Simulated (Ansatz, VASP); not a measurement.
**Two plane-wave programs on MgO**

```
Mg O
1.0
     0.00000    2.08093    2.08093
     2.08093    0.00000    2.08093
     2.08093    2.08093    0.00000
Mg O
1 1
Direct
  0.00000 0.00000 0.00000
  0.50000 0.50000 0.50000
```

Alike in both runs: task single point; functional r2SCAN; k mesh 10 × 10 × 10; occupations gaussian, width 0.02 eV; no spin polarisation.

```csv
,VASP,Ansatz
version,VASP 6.6.1,Ansatz 0.2.0
potentials or method,"VASP PAW PBE potentials, release 64 (Mg_sv, O), cutoff 660 eV","scalar-relativistic, plane waves, PAW"
valence electrons in the cell,16,16
```

|  | VASP | Ansatz | Ansatz less VASP |
| --- | --- | --- | --- |
| gap on the k mesh at the Fermi level (eV) | 6.03 | 6.00 | -0.028 |
| least direct gap on the mesh (eV) | 6.03 | 6.00 | -0.028 |
| pressure (GPa) | 4.9 | 5.4 | +0.48 |

VASP's potentials were made for PBE, not for r2SCAN.
